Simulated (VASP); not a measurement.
# Na2S (Fm-3m) in VASP: further runs

The runs below take Na2S through elastic constants, with PBEsol.

Everything below comes from runs of VASP 6.6.1. Logs are shortened: lines on timing, memory, paths and dates and some standing lists are left out, and cuts for length are marked.

## 1. The cell of the first run

It takes space group Fm-3m (No. 225, cubic). The conventional cell has a = 5.926 Å, b = 5.926 Å, c = 5.926 Å, α = 90.00°, β = 90.00°, γ = 90.00°. Na (site symmetry -43m) has 4 S at 2.57 Å and 6 Na at 2.96 Å within 3.4 Å. Within 3.4 Å of S (site symmetry m-3m) lie 8 Na at 2.57 Å.

## 2. Elastic constants, PBEsol

Input file INCAR:

```
ALGO = Normal
EDIFF = 1E-8
ENCUT = 500
GGA = PS
GGA_COMPAT = False
IBRION = 6
ISIF = 3
ISMEAR = 0
LASPH = True
LCHARG = False
LREAL = False
LWAVE = False
NBANDS = 17
NELM = 120
NFREE = 2
NSW = 1
POTIM = 0.015
PREC = Accurate
SIGMA = 0.01
```

Input file KPOINTS:

```
k-points
0
Gamma
  6 6 6
```

Input file POSCAR:

```
Na2S
1.0
    0.0000000000      2.9628299473      2.9628299473
    2.9628299473      0.0000000000      2.9628299473
    2.9628299473      2.9628299473      0.0000000000
Na S
2 1
Direct
    0.2500000000      0.2500000000      0.2500000000
    0.7500000000      0.7500000000      0.7500000000
    0.0000000000      0.0000000000      0.0000000000
```

Potentials or basis: VASP PAW PBE potentials, release 64 (Na_pv, S).

Started as:

```console
cat potpaw_PBE.64/Na_pv/POTCAR potpaw_PBE.64/S/POTCAR > POTCAR
mpirun -np 1 vasp_std > vasp.out
```

OUTCAR:

```text
EDIFF = 1E-8
   ENCUT = 500
   GGA = PS
   IBRION = 6
   ISIF = 3
   ISMEAR = 0
   LASPH = True
   LREAL = False
   NELM = 120
   NFREE = 2
   NSW = 1
   POTIM = 0.015
   PREC = Accurate

 ion  position               nearest neighbor table
   1  0.250  0.250  0.250-   3 2.57   3 2.57   3 2.57   3 2.57
   2  0.750  0.750  0.750-   3 2.57   3 2.57   3 2.57   3 2.57
   3  0.000  0.000  0.000-   2 2.57   2 2.57   2 2.57   1 2.57   2 2.57   1 2.57   1 2.57   1 2.57

  LATTYP: Found a face centered cubic cell.
 ALAT       =     5.9256598946

  Lattice vectors:

 A1 = (   0.0000000000,   2.9628299473,   2.9628299473)
 A2 = (   2.9628299473,   0.0000000000,   2.9628299473)
 A3 = (   2.9628299473,   2.9628299473,   0.0000000000)

Analysis of symmetry for initial positions (statically):
=====================================================================
 Subroutine PRICEL returns:
 Original cell was already a primitive cell.

 Routine SETGRP: Setting up the symmetry group for a
 face centered cubic supercell.

 Subroutine GETGRP returns: Found 48 space group operations
 (whereof 48 operations were pure point group operations)
 out of a pool of 48 trial point group operations.

The static configuration has the point symmetry O_h .

Analysis of symmetry for dynamics (positions and initial velocities):
=====================================================================
 Subroutine PRICEL returns:
 Original cell was already a primitive cell.

 Routine SETGRP: Setting up the symmetry group for a
 face centered cubic supercell.

 Subroutine GETGRP returns: Found 48 space group operations
 (whereof 48 operations were pure point group operations)
 out of a pool of 48 trial point group operations.

The dynamic configuration has the point symmetry O_h .

 Subroutine INISYM returns: Found 48 space group operations
 (whereof 48 operations are pure point group operations),
 and found     1 'primitive' translations

----------------------------------------------------------------------------------------

                                     Primitive cell

  volume of cell :      52.0176

  direct lattice vectors                    reciprocal lattice vectors
     0.000000000  2.962829947  2.962829947    -0.168757576  0.168757576  0.168757576
     2.962829947  0.000000000  2.962829947     0.168757576 -0.168757576  0.168757576
     2.962829947  2.962829947  0.000000000     0.168757576  0.168757576 -0.168757576

  length of vectors
     4.190074294  4.190074294  4.190074294     0.292296696  0.292296696  0.292296696

  position of ions in fractional coordinates (direct lattice)
     0.250000000  0.250000000  0.250000000
     0.750000000  0.750000000  0.750000000
     0.000000000  0.000000000  0.000000000

  ion indices of the primitive-cell ions
   primitive index   ion index
                 1           1
                 2           2
                 3           3

----------------------------------------------------------------------------------------

 KPOINTS: k-points

Automatic generation of k-mesh.
[... 95 lines left out ...]
   NGX = 15   NGY = 15   NGZ = 15

--------------------------------------- Ionic step        1  -------------------------------------------

 number of electron      20.0000019 magnetization

 Free energy of the ion-electron system (eV)
  ---------------------------------------------------
  ext. energy  EPLUGINS =         0.00000000
  ---------------------------------------------------
  free energy    TOTEN  =        -9.74835471 eV

  energy without entropy =       -9.74835471  energy(sigma->0) =       -9.74835471

------------------------ aborting loop because EDIFF is reached ----------------------------------------

  FORCE on cell =-STRESS in cart. coord.  units (eV):
  Direction    XX          YY          ZZ          XY          YZ          ZX
  --------------------------------------------------------------------------------------
  -------------------------------------------------------------------------------------
  Total        4.9411617      4.9411617      4.9411617     -0.0000000     -0.0000000      0.0000000
  in kB      152.1911768    152.1911768    152.1911768     -0.0000000     -0.0000000      0.0000000
  external PRESSURE =     152.1911768 kB  Pullay stress =       0.0000000 kB
[... 92 lines left out ...]
  FREE ENERGIE OF THE ION-ELECTRON SYSTEM (eV)
  ---------------------------------------------------
  free  energy   TOTEN  =        -9.6700993587 eV

  energy  without entropy=       -9.6700993587  energy(sigma->0) =       -9.67009936

[... ionic steps 4 to 14 ...]

--------------------------------------- Ionic step       15  -------------------------------------------

 number of electron      20.0000014 magnetization

------------------------ aborting loop because EDIFF is reached ----------------------------------------
[... 69 lines left out ...]
--------------------------------------- Ionic step       17  -------------------------------------------

 number of electron      20.0000019 magnetization

 Free energy of the ion-electron system (eV)
  ---------------------------------------------------
  ext. energy  EPLUGINS =         0.00000000
  ---------------------------------------------------
  free energy    TOTEN  =        -9.74748621 eV

  energy without entropy =       -9.74748621  energy(sigma->0) =       -9.74748621

 E-fermi :   1.7021     XC(G=0):  -9.1588

 val. band max:        1.6465374379   @ k =   0.0000   0.0000   0.0000
 cond. band min:       5.1076207636   @ k =   0.0000   0.0000   0.0000
 fundamental gap:      3.4610833257
 Fermi energy:         1.7020610746

 k-point     1 :       0.0000    0.0000    0.0000
  band No.  band energies     occupation
      1     -19.9601      2.00000
      2     -19.9601      2.00000
      3     -19.9601      2.00000
      4     -19.8242      2.00000
      5     -19.8242      2.00000
      6     -19.8242      2.00000
[... 457 lines left out ...]
      4     -19.8508      2.00000
      5     -19.8425      2.00000
      6     -19.7944      2.00000
[... 9 lines left out ...]
     16      12.8921      0.00000
     17      16.8868      0.00000

 [... further k-points ...]
[... 5 lines left out ...]
  --------------------------------------------------------------------------------------
  -------------------------------------------------------------------------------------
  Total        4.9413545      4.9450118      4.9450118      0.0000000      0.0000000     -0.0000000
  in kB      152.1971148    152.3097632    152.3097632      0.0000000      0.0000000     -0.0000000
  external PRESSURE =     152.2722138 kB  Pullay stress =       0.0000000 kB
[... 18 lines left out ...]
  FREE ENERGIE OF THE ION-ELECTRON SYSTEM (eV)
  ---------------------------------------------------
  free  energy   TOTEN  =        -9.7474862089 eV

  energy  without entropy=       -9.7474862089  energy(sigma->0) =       -9.74748621

 INTERNAL STRAIN TENSORS FROM STRAINED CELLS
 ============================================

 INTERNAL STRAIN TENSOR FOR ION    1 for displacements in x,y,z  (eV/Angst):
          X           Y           Z          XY          YZ          ZX
  --------------------------------------------------------------------------------
  x     0.00000     0.00000     0.00000    -0.00000    -6.09129     0.00000
  y     0.00000     0.00000     0.00000     0.00000     0.00000    -6.09171
  z     0.00000     0.00000     0.00000    -6.09061    -0.00000    -0.00000

 INTERNAL STRAIN TENSORS FROM DISPLACED ATOMS
 ============================================

 INTERNAL STRAIN TENSOR FOR ION    1 for displacements in x,y,z  (eV/Angst):
          X           Y           Z          XY          YZ          ZX
  --------------------------------------------------------------------------------
  x     0.00000     0.00000     0.00000     0.00000    -6.08939     0.00000
  y     0.00000     0.00000     0.00000     0.00000     0.00000    -6.08939
  z     0.00000     0.00000     0.00000    -6.08939     0.00000     0.00000

 INTERNAL STRAIN TENSOR FOR ION    3 for displacements in x,y,z  (eV/Angst):
          X           Y           Z          XY          YZ          ZX
  --------------------------------------------------------------------------------
  x     0.00000     0.00000     0.00000     0.00000     0.00000     0.00000
  y     0.00000     0.00000     0.00000     0.00000     0.00000     0.00000
  z     0.00000     0.00000     0.00000     0.00000     0.00000     0.00000

 Eigenvectors and eigenvalues of the dynamical matrix
 ----------------------------------------------------

   1 f  =    9.998371 THz    62.821616 2PiTHz  333.509750 cm-1    41.349920 meV
             X         Y         Z           dx          dy          dz
      1.481415  1.481415  1.481415     0.332330   -0.309061    0.000000
      4.444245  4.444245  4.444245     0.332330   -0.309061   -0.000000
      0.000000  0.000000  0.000000    -0.561555    0.522237    0.000000
[... 43 lines left out ...]
   9 f/i=    0.010806 THz     0.067894 2PiTHz    0.360439 cm-1     0.044689 meV
             X         Y         Z           dx          dy          dz
      1.481415  1.481415  1.481415     0.539761   -0.051920   -0.000000
      4.444245  4.444245  4.444245     0.539761   -0.051920    0.000000
      0.000000  0.000000  0.000000     0.638864   -0.061453    0.000000

--------------------------------------------------------------------------------------------------------

 ELASTIC MODULI CONTR FROM IONIC RELAXATION (kBar)
 Direction    XX          YY          ZZ          XY          YZ          ZX
 --------------------------------------------------------------------------------
 XX           0.0000      0.0000      0.0000      0.0000      0.0000      0.0000
 YY           0.0000      0.0000      0.0000      0.0000      0.0000      0.0000
 ZZ           0.0000      0.0000      0.0000      0.0000      0.0000      0.0000
 XY           0.0000      0.0000      0.0000   -364.4771     -0.0000      0.0000
 YZ           0.0000      0.0000      0.0000     -0.0000   -364.4771      0.0000
 ZX           0.0000      0.0000      0.0000      0.0000      0.0000   -364.4771
 --------------------------------------------------------------------------------

 TOTAL ELASTIC MODULI (kBar)
 Direction    XX          YY          ZZ          XY          YZ          ZX
 --------------------------------------------------------------------------------
 XX         967.7504    612.3310    612.3310      0.0000     -0.0000      0.0000
 YY         612.3310    967.7504    612.3310     -0.0000     -0.0000      0.0000
 ZZ         612.3310    612.3310    967.7504      0.0000     -0.0000      0.0000
 XY           0.0000     -0.0000      0.0000    205.2981     -0.0000      0.0000
 YZ          -0.0000     -0.0000     -0.0000     -0.0000    205.2981      0.0000
 ZX           0.0000      0.0000      0.0000      0.0000      0.0000    205.2981
 --------------------------------------------------------------------------------
```

Run time: 3 min. Hardware: 1 thread of Intel Xeon 6975P-C (Granite Rapids), shared host; peak memory 0.23 GiB.

Results:

```yaml
Elastic_constants_C11_C12_C44: 97, 61, 21 GPa
Voigt_bulk_modulus: 73 GPa
Highest_phonon_frequency_at_Γ_LO-TO_splitting_left_out: 334 cm⁻¹
```

Phonon frequencies in cm⁻¹ (negative: imaginary):
| q point | frequencies |
| --- | --- |
| (0.000, 0.000, 0.000) | 0 0 0 272 272 272 334 334 334 |

Elastic tensor in Voigt notation (GPa, in the Cartesian axes of the cell as first typed):
```
97 61 61  0  0  0
61 97 61  0  0  0
61 61 97  0  0  0
 0  0  0 21  0  0
 0  0  0  0 21  0
 0  0  0  0  0 21
```

Clamped-ion elastic tensor (GPa):
```
97 61 61  0  0  0
61 97 61  0  0  0
61 61 97  0  0  0
 0  0  0 57  0  0
 0  0  0  0 57  0
 0  0  0  0  0 57
```

Caveat: the cell is under stress, which shifts elastic constants; the PAW data sets were made with another functional, which shifts forces and pressure a little.

## 3. Elastic constants, PBEsol

This run uses another cell than the first one, of 18.50 Å³/atom.

Input file INCAR:

```
ALGO = Normal ; EDIFF = 1E-8
ENCUT = 500 ; GGA = PS
GGA_COMPAT = F ; IBRION = 6
ISIF = 3 ; ISMEAR = 0
LASPH = T ; LCHARG = F
LREAL = F ; LWAVE = F
NELM = 120 ; NFREE = 2
NSW = 1 ; POTIM = 0.015
PREC = Accurate ; SIGMA = 0.01
```

KPOINTS is that of step 2.

Input file POSCAR:

```
Na2S
1.0
    0.0000000000      3.0273672604      3.0273672604
    3.0273672604      0.0000000000      3.0273672604
    3.0273672604      3.0273672604      0.0000000000
Na S
2 1
Direct
    0.2500000000      0.2500000000      0.2500000000
    0.7500000000      0.7500000000      0.7500000000
    0.0000000000      0.0000000000      0.0000000000
```

Potentials or basis: VASP PAW PBE potentials, release 64 (Na_pv, S).

Started as:

```console
cat potpaw_PBE.64/Na_pv/POTCAR potpaw_PBE.64/S/POTCAR > POTCAR
mpirun -np 1 vasp_std > vasp.out
```

OUTCAR:

```text
EDIFF = 1E-8
   ENCUT = 500
   GGA = PS
   IBRION = 6
   ISIF = 3
   ISMEAR = 0
   LASPH = T
   LREAL = F
   NELM = 120
   NFREE = 2
   NSW = 1
   POTIM = 0.015
   PREC = Accurate

 ion  position               nearest neighbor table
   1  0.250  0.250  0.250-   3 2.62   3 2.62   3 2.62   3 2.62
   2  0.750  0.750  0.750-   3 2.62   3 2.62   3 2.62   3 2.62
[... 1277 lines left out ...]
      0.000000  0.000000  0.000000    -0.301927   -0.706344    0.001608
[... 43 lines left out ...]
   9 f/i=    0.008668 THz     0.054461 2PiTHz    0.289123 cm-1     0.035847 meV
             X         Y         Z           dx          dy          dz
      1.513684  1.513684  1.513684    -0.003059   -0.015918   -0.542936
      4.541051  4.541051  4.541051    -0.003059   -0.015918   -0.542936
      0.000000  0.000000  0.000000    -0.003605   -0.018762   -0.639962

--------------------------------------------------------------------------------------------------------

 ELASTIC MODULI CONTR FROM IONIC RELAXATION (kBar)
 Direction    XX          YY          ZZ          XY          YZ          ZX
 --------------------------------------------------------------------------------
 XX          -0.0000      0.0000     -0.0000      0.0000      0.0000      0.0000
 YY           0.0000     -0.0000      0.0000      0.0000      0.0000     -0.0000
 ZZ          -0.0000      0.0000     -0.0000      0.0000      0.0000      0.0000
 XY           0.0000      0.0000      0.0000   -244.5010      0.0000     -0.0000
 YZ           0.0000      0.0000      0.0000      0.0000   -244.5010      0.0000
 ZX           0.0000     -0.0000      0.0000     -0.0000      0.0000   -244.5010
 --------------------------------------------------------------------------------

 TOTAL ELASTIC MODULI (kBar)
 Direction    XX          YY          ZZ          XY          YZ          ZX
 --------------------------------------------------------------------------------
 XX         851.6038    470.8994    470.8994      0.0000      0.0000     -0.0000
 YY         470.8994    851.6038    470.8994      0.0000      0.0000     -0.0000
 ZZ         470.8994    470.8994    851.6038      0.0000      0.0000      0.0000
 XY           0.0000      0.0000      0.0000    214.3525      0.0000     -0.0000
 YZ           0.0000      0.0000      0.0000      0.0000    214.3525      0.0000
 ZX          -0.0000     -0.0000      0.0000     -0.0000      0.0000    214.3525
 --------------------------------------------------------------------------------
```

Run time: 2.5 min. Hardware: 1 thread of Intel Xeon 6975P-C (Granite Rapids), shared host; peak memory 0.22 GiB.

Results:

* Elastic constants C11, C12, C44: 85, 47, 21 GPa
* Voigt bulk modulus: 60 GPa
* Highest phonon frequency at Γ, LO-TO splitting left out: 301 cm⁻¹

Phonon frequencies in cm⁻¹ (negative: imaginary):
```tsv
q point	frequencies
(0.000, 0.000, 0.000)	0 0 0 250 250 250 301 301 301
```

Elastic tensor in Voigt notation (GPa, in the Cartesian axes of the cell as first typed):
```
85 47 47  0  0  0
47 85 47  0  0  0
47 47 85  0  0  0
 0  0  0 21  0  0
 0  0  0  0 21  0
 0  0  0  0  0 21
```

Clamped-ion elastic tensor (GPa):
```
85 47 47  0  0  0
47 85 47  0  0  0
47 47 85  0  0  0
 0  0  0 46  0  0
 0  0  0  0 46  0
 0  0  0  0  0 46
```

Caveat: the cell is under stress, which shifts elastic constants; the PAW data sets were made with another functional, which shifts forces and pressure a little.

## 4. Elastic constants, PBEsol

This run uses another cell than the first one, of 19.40 Å³/atom.

Input file INCAR:

```
SYSTEM = Na2S
ALGO     = Normal         ! electronic algorithm
EDIFF    = 1E-8           ! SCF threshold, eV
ENCUT    = 500            ! plane-wave cutoff, eV
GGA      = PS             ! functional
GGA_COMPAT= .False.      
IBRION   = 6              ! ionic algorithm
ISIF     = 3              ! what is computed and relaxed
ISMEAR   = 0              ! smearing method
LASPH    = .True.         ! aspherical terms in the spheres
LCHARG   = .False.        ! write CHGCAR
LREAL    = .False.        ! projectors in reciprocal space
LWAVE    = .False.        ! write WAVECAR
NELM     = 120            ! most SCF steps
NFREE    = 2            
NSW      = 1              ! ionic steps
POTIM    = 0.015          ! step
PREC     = Accurate       ! precision mode
SIGMA    = 0.01           ! smearing width, eV
```

Input file KPOINTS:

```
k-points
0
Gamma
  6 6 6
  0 0 0
```

Input file POSCAR:

```
Na2S
1.0
    0.0000000000      3.0759749212      3.0759749212
    3.0759749212      0.0000000000      3.0759749212
    3.0759749212      3.0759749212      0.0000000000
Na S
2 1
Direct
    0.2500000000      0.2500000000      0.2500000000
    0.7500000000      0.7500000000      0.7500000000
    0.0000000000      0.0000000000      0.0000000000
```

Started as:

```console
cat potpaw_PBE.64/Na_pv/POTCAR potpaw_PBE.64/S/POTCAR > POTCAR
mpirun -np 1 vasp_std > vasp.out
```

It took 2.4 min on 1 thread of Intel Xeon 6975P-C (Granite Rapids), shared host; peak memory 0.22 GiB.

Results (log left out):

* Elastic constants C11, C12, C44: 78, 38, 22 GPa
* Voigt bulk modulus: 52 GPa
* Highest phonon frequency at Γ, LO-TO splitting left out: 278 cm⁻¹

Phonon frequencies in cm⁻¹ (negative: imaginary):
```tsv
q point	frequencies
(0.000, 0.000, 0.000)	0 0 0 235 235 235 278 278 278
```

Elastic tensor in Voigt notation (GPa, in the Cartesian axes of the cell as first typed):
```
78 38 38  0  0  0
38 78 38  0  0  0
38 38 78  0  0  0
 0  0  0 22  0  0
 0  0  0  0 22  0
 0  0  0  0  0 22
```

Clamped-ion elastic tensor (GPa):
```
78 38 38  0  0  0
38 78 38  0  0  0
38 38 78  0  0  0
 0  0  0 39  0  0
 0  0  0  0 39  0
 0  0  0  0  0 39
```

Caveat: the cell is under stress, which shifts elastic constants; the PAW data sets were made with another functional, which shifts forces and pressure a little.

(Continued in part 2 of 2.)
